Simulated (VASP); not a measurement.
# Li2H7 (C2/m) in VASP: notebook

The runs below take Li2H7 through single point, relaxation of cell and atoms, with PBE.

Everything below comes from runs of VASP 6.6.1. Logs are shortened: lines on timing, memory, paths and dates and some standing lists are left out, and cuts for length are marked.

## (1) The cell of the first run

The structure is monoclinic, space group C2/m (No. 12). The conventional cell has a = 4.094 Å, b = 7.196 Å, c = 5.505 Å, α = 90.00°, β = 106.09°, γ = 90.00°. Within 3.1 Å of Li (site symmetry m) lie 14 H at 2.38 to 2.53 Å and 2 Li at 2.87 to 2.88 Å. Within 2.7 Å of H (site symmetry -1) lie 8 H at 2.05 to 2.18 Å and 4 Li at 2.51 to 2.53 Å. H (site symmetry 1) has 8 H at 2.12 to 2.39 Å and 4 Li at 2.38 to 2.44 Å within 2.8 Å. H (site symmetry 2/m) has 8 H at 2.07 to 2.18 Å and 4 Li at 2.48 to 2.52 Å within 2.7 Å.

The cell was generated, and may not be a known phase.

## (2) Single point, PBE

INCAR reads:

```
SYSTEM = Li2H7
ALGO = Normal
EDIFF = 1E-7
ENCUT = 520
GGA = PE
ISIF = 2
ISMEAR = 0
LASPH = .TRUE.
LCHARG = .FALSE.
LREAL = .FALSE.
LWAVE = .FALSE.
NBANDS = 16
NELM = 60
PREC = Accurate
SIGMA = 0.1
```

KPOINTS reads:

```
k-points
0
G
  6 6 4
  0 0 0
```

POSCAR reads:

```
Li2H7
1.0
    2.0468971000     -3.5981762900      0.0000000000
    2.0468971000      3.5981762900      0.0000000000
   -1.5258644500      0.0000000000      5.2898261800
Li H
2 7
Direct
    0.8934290400      0.8934290400      0.2283421200
    0.1065709600      0.1065709600      0.7716578800
    0.0000000000      0.5000000000      0.5000000000
    0.5000000000      0.0000000000      0.5000000000
    0.5364056200      0.2070907600      0.1551254200
    0.4635943800      0.7929092400      0.8448745800
    0.7929092400      0.4635943800      0.8448745800
    0.2070907600      0.5364056200      0.1551254200
    0.5000000000      0.5000000000      0.5000000000
```

Potentials or basis: VASP PAW PBE potentials, release 64 (Li_sv, H).

Started as:

```bash
$ cat potpaw_PBE.64/Li_sv/POTCAR potpaw_PBE.64/H/POTCAR > POTCAR
$ mpirun -np 1 vasp_std > vasp.out
```

OUTCAR:

```text
SYSTEM = Li2H7
   EDIFF = 1E-7
   ENCUT = 520
   GGA = PE
   ISIF = 2
   ISMEAR = 0
   LASPH = .TRUE.
   LREAL = .FALSE.
   NELM = 60
   PREC = Accurate

 ion  position               nearest neighbor table
   1  0.893  0.893  0.228-
   2  0.107  0.107  0.772-
   3  0.000  0.500  0.500-
   4  0.500  0.000  0.500-
   5  0.536  0.207  0.155-
   6  0.464  0.793  0.845-
   7  0.793  0.464  0.845-
   8  0.207  0.536  0.155-
   9  0.500  0.500  0.500-

  LATTYP: Found a base centered monoclinic cell.
 ALAT       =     4.0937942000
 B/A-ratio  =     1.7578686735
 C/A-ratio  =     1.3448402882
 COS(beta)  =    -0.2771527789

  Lattice vectors:

 A1 = (   2.0468971000,  -3.5981762900,   0.0000000000)
 A2 = (   2.0468971000,   3.5981762900,   0.0000000000)
 A3 = (  -1.5258644500,   0.0000000000,   5.2898261800)

Analysis of symmetry for initial positions (statically):
=====================================================================
 Subroutine PRICEL returns:
 Original cell was already a primitive cell.

 Routine SETGRP: Setting up the symmetry group for a
 base centered monoclinic supercell.

 Subroutine GETGRP returns: Found  4 space group operations
 (whereof  4 operations were pure point group operations)
 out of a pool of  4 trial point group operations.

The static configuration has the point symmetry C_2h.

Analysis of symmetry for dynamics (positions and initial velocities):
=====================================================================
 Subroutine PRICEL returns:
 Original cell was already a primitive cell.

 Routine SETGRP: Setting up the symmetry group for a
 base centered monoclinic supercell.

 Subroutine GETGRP returns: Found  4 space group operations
 (whereof  4 operations were pure point group operations)
 out of a pool of  4 trial point group operations.

The dynamic configuration has the point symmetry C_2h.

 Subroutine INISYM returns: Found  4 space group operations
 (whereof  4 operations are pure point group operations),
 and found     1 'primitive' translations

----------------------------------------------------------------------------------------

                                     Primitive cell

  volume of cell :      77.9202

  direct lattice vectors                    reciprocal lattice vectors
     2.046897100 -3.598176290  0.000000000     0.244272172 -0.138959284  0.070460959
     2.046897100  3.598176290  0.000000000     0.244272172  0.138959284  0.070460959
    -1.525864450  0.000000000  5.289826180     0.000000000  0.000000000  0.189042128

  length of vectors
     4.139644955  4.139644955  5.505499372     0.289729742  0.289729742  0.189042128

  position of ions in fractional coordinates (direct lattice)
     0.893429040  0.893429040  0.228342120
     0.106570960  0.106570960  0.771657880
     1.000000000  0.500000000  0.500000000
     0.500000000  1.000000000  0.500000000
     0.536405620  0.207090760  0.155125420
     0.463594380  0.792909240  0.844874580
     0.792909240  0.463594380  0.844874580
     0.207090760  0.536405620  0.155125420
     0.500000000  0.500000000  0.500000000

  ion indices of the primitive-cell ions
   primitive index   ion index
                 1           1
                 2           2
                 3           3
                 4           4
                 5           5
                 6           6
                 7           7
                 8           8
                 9           9

----------------------------------------------------------------------------------------

 KPOINTS: k-points

Automatic generation of k-mesh.
 Grid dimensions read from file:
 generate k-points for:    6    6    4

 Generating k-lattice:

  Cartesian coordinates                     Fractional coordinates (reciprocal lattice)
     0.040712029 -0.023159881  0.011743493     0.166666667 -0.000000000  0.000000000
     0.040712029  0.023159881  0.011743493    -0.000000000  0.166666667  0.000000000
     0.000000000  0.000000000  0.047260532     0.000000000  0.000000000  0.250000000

  Length of vectors
     0.048288290  0.048288290  0.047260532

  Shift w.r.t. Gamma in fractional coordinates (k-lattice)
     0.000000000  0.000000000  0.000000000

 Subroutine IBZKPT returns following result:
 ===========================================

 Found     47 irreducible k-points:

 Following reciprocal coordinates:
            Coordinates               Weight
  0.000000  0.000000  0.000000      1.000000
  0.166667 -0.000000  0.000000      4.000000
  0.333333 -0.000000  0.000000      4.000000
  0.500000 -0.000000  0.000000      2.000000
  0.166667  0.166667  0.000000      2.000000
  0.333333  0.166667  0.000000      4.000000
[... 16 lines left out ...]
 -0.333333  0.166667  0.250000      4.000000
 -0.166667  0.166667  0.250000      4.000000
 [... further k-points ...]
   k-points           NKPTS =     47   k-points in BZ     NKDIM =     47   number of bands    NBANDS=     16
   number of dos      NEDOS =    301   number of ions     NIONS =      9
   total plane-waves  NPLWV =  43008
   dimension x,y,z NGX =    32 NGY =   32 NGZ =   42
   dimension x,y,z NGXF=    64 NGYF=   64 NGZF=   84
   ions per type =               2   7
   NGX,Y,Z   is equivalent  to a cutoff of  12.85, 12.85, 12.68 a.u.
   NGXF,Y,Z  is equivalent  to a cutoff of  25.70, 25.70, 25.36 a.u.
 SYSTEM =  Li2H7
   PREC   = accura    normal or accurate (medium, high low for compatibility)
   ISTART =      0    job   : 0-new  1-cont  2-samecut
   ICHARG =      2    charge: 1-file 2-atom 10-const
   ISPIN  =      1    spin polarized calculation?
   LNONCOLLINEAR =      F non collinear calculations
   LSORBIT =      F    spin-orbit coupling
   LASPH  =      T    aspherical Exc in radial PAW
   ENCUT  =  520.0 eV  38.22 Ry    6.18 a.u.   7.70  7.70 10.24*2*pi/ulx,y,z
   NELM   =     60;   NELMIN=  2; NELMDL= -5     # of ELM steps
   EDIFF  = 0.1E-06   stopping-criterion for ELM
   LREAL  =      F    real-space projection
   EDIFFG = 0.1E-05   stopping-criterion for IOM
   NSW    =      0    number of steps for IOM
   IBRION =     -1    ionic relax: 0-MD 1-quasi-New 2-CG
   NFREE  =      0    steps in history (QN), initial steepest desc. (CG)
   ISIF   =      2    stress and relaxation
   ISYM   =      2    0-nonsym 1-usesym 2-fastsym
   POTIM  = 0.5000    time-step for ionic-motion
   TEBEG  =    0.0;   TEEND  =   0.0 temperature during run
   PSTRESS=    0.0 pullay stress
   NELECT =      13.0000    total number of electrons
   NUPDOWN=      -1.0000    fix difference up-down
   EMIN   =  10.00;   EMAX   =-10.00  energy-range for DOS
   EFERMI =   0.00;   METHOD = LEGACY
   ISMEAR =     0;   SIGMA  =   0.10  broadening in eV -4-tet -1-fermi 0-gaus
   EFERMI_NEDOS =   21; number of points for ismear=-14 and -15
   IALGO  =     38    algorithm
   IMIX   =      4    mixing-type and parameters
     AMIX     =   0.40;   BMIX     =  1.00
     AMIX_MAG =   1.60;   BMIX_MAG =  1.00
  volume/ion in A,a.u.               =       8.66        58.43
  Fermi-wavevector in a.u.,A,eV,Ry     =   0.901238  1.703092 11.051051  0.812229
  Thomas-Fermi vector in A             =   2.024294
   LORBIT       =      0    0 simple, 1 ext, 2 COOP (PROOUT), +10 PAW based schemes
   GGA     = PE    functional components
   LHFCALC =     F    Hartree Fock is set to
   AEXX    =    0.0000 exact exchange contribution
   IVDW    =     0    specifies the selected vdW correction
   LEPSILON=     F    determine dielectric tensor
   LRPA    =     F    only Hartree local field effects (RPA)
 non-spin polarized calculation
 Gauss-broadening in eV      SIGMA  =   0.10
  energy-cutoff  :      520.00
  volume of cell :       77.92
 maximum number of plane-waves:      2116
   NGX = 15   NGY = 15   NGZ = 21

 number of electron      13.0000008 magnetization

 Free energy of the ion-electron system (eV)
  ---------------------------------------------------
  ext. energy  EPLUGINS =         0.00000000
  ---------------------------------------------------
  free energy    TOTEN  =       -19.00636165 eV

  energy without entropy =      -18.99481861  energy(sigma->0) =      -19.00059013

 E-fermi :  -0.8463     XC(G=0):  -7.9552

 val. band max:       -0.8472630355   @ k =  -0.1667   0.5000   0.2500
 cond. band min:      -0.7911060349   @ k =  -0.3333   0.3333   0.0000
 fundamental gap:      0.0561570006
 Fermi energy:        -0.8462917726

 k-point     1 :       0.0000    0.0000    0.0000
  band No.  band energies     occupation
      1     -46.8189      2.00000
      2     -46.8068      2.00000
      3      -8.2216      2.00000
      4      -4.2033      2.00000
      5      -2.9493      2.00000
      6       0.1487      0.00000
[... 8 lines left out ...]
     15       8.0479      0.00000
     16       8.2183      0.00000

 k-point     2 :       0.1667   -0.0000    0.0000
  band No.  band energies     occupation
      1     -46.8187      2.00000
      2     -46.8068      2.00000
      3      -7.9533      2.00000
      4      -4.1014      2.00000
      5      -2.6713      2.00000
      6      -1.4736      2.00000
[... 8 lines left out ...]
     15       8.2655      0.00000
     16       9.1558      0.00000

 k-point     3 :       0.3333   -0.0000    0.0000
  band No.  band energies     occupation
      1     -46.8182      2.00000
      2     -46.8070      2.00000
      3      -7.1849      2.00000
      4      -3.8467      2.00000
      5      -3.4382      2.00000
      6      -2.0824      2.00000
[... 8 lines left out ...]
     15       9.2613      0.00000
     16       9.8501      0.00000
[... 362 lines left out ...]
 k-point    23 :      -0.3333    0.1667    0.2500
  band No.  band energies     occupation
      1     -46.8170      2.00000
      2     -46.8083      2.00000
      3      -7.3305      2.00000
      4      -4.4791      2.00000
      5      -2.7371      2.00000
      6      -1.8549      2.00000
[... 8 lines left out ...]
     15       8.5923      0.00000
     16      10.2842      0.00000

 k-point    24 :      -0.1667    0.1667    0.2500
  band No.  band energies     occupation
      1     -46.8171      2.00000
      2     -46.8085      2.00000
      3      -7.7152      2.00000
      4      -5.3018      2.00000
      5      -1.5740      2.00000
      6      -1.1959      2.00000
[... 8 lines left out ...]
     15       8.1836      0.00000
     16       9.0980      0.00000

 [... further k-points ...]

------------------------ aborting loop because EDIFF is reached ----------------------------------------

  FORCE on cell =-STRESS in cart. coord.  units (eV):
  Direction    XX          YY          ZZ          XY          YZ          ZX
  --------------------------------------------------------------------------------------
  -------------------------------------------------------------------------------------
  Total       -5.9069998     -7.3368632     -4.6959762      0.0000000      0.0000000     -0.4063713
  in kB     -121.4584377   -150.8589769    -96.5576356      0.0000000      0.0000000     -8.3557171
  external PRESSURE =    -122.9583501 kB  Pullay stress =       0.0000000 kB

 VOLUME and BASIS-vectors are now :
 -----------------------------------------------------------------------------
  energy-cutoff  :      520.00
  volume of cell :       77.92
      direct lattice vectors                 reciprocal lattice vectors
     2.046897100 -3.598176290  0.000000000     0.244272172 -0.138959284  0.070460959
     2.046897100  3.598176290  0.000000000     0.244272172  0.138959284  0.070460959
    -1.525864450  0.000000000  5.289826180     0.000000000  0.000000000  0.189042128

 POSITION                                       TOTAL-FORCE (eV/Angst)
 -----------------------------------------------------------------------------------
      3.30910      0.00000      1.20789        -0.198876      0.000000     -0.195736
     -0.74117      0.00000      4.08194         0.198876      0.000000      0.195736
      0.26052      1.79909      2.64491        -0.000000      0.000000      0.000000
      0.26052     -1.79909      2.64491        -0.000000      0.000000      0.000000
      1.28516     -1.18493      0.82059        -0.017505      0.136079     -0.074626
      1.28277      1.18493      4.46924         0.017505     -0.136079      0.074626
      1.28277     -1.18493      4.46924         0.017505      0.136079      0.074626
      1.28516      1.18493      0.82059        -0.017505     -0.136079     -0.074626
      1.28396      0.00000      2.64491        -0.000000      0.000000      0.000000
 -----------------------------------------------------------------------------------
    total drift:                                0.000000      0.000000     -0.000000

  FREE ENERGIE OF THE ION-ELECTRON SYSTEM (eV)
  ---------------------------------------------------
  free  energy   TOTEN  =       -19.0063616543 eV

  energy  without entropy=      -18.9948186067  energy(sigma->0) =      -19.00059013
```

Run time: 32 s. Hardware: 1 thread of AMD EPYC 9R45 (Zen 5), shared host; peak memory 0.17 GiB.

What came out:

- Free energy: -19.0064 eV
- Largest force: 0.279 eV/Å
- Band gap on the k mesh: zero (an odd number of electrons rules out a gap without spin polarisation)

Forces on the atoms (eV/Å):
```
Li  -0.199  0.000 -0.196
Li   0.199  0.000  0.196
H    0.000  0.000  0.000
H    0.000  0.000  0.000
H   -0.018  0.136 -0.075
H    0.018 -0.136  0.075
H    0.018  0.136  0.075
H   -0.018 -0.136 -0.075
H    0.000  0.000  0.000
```

Caveat: the cutoff is under 1.25 times the usual one of these potentials, so pressure, stress and relaxed cells hold a basis-set (Pulay) error; an odd number of electrons without spin polarisation forces a metal; a magnetic or distorted state may lie lower.

(Part 1 of 2 ends here.)

The gap in the log of VASP goes by the Fermi energy; the results here count the filled bands.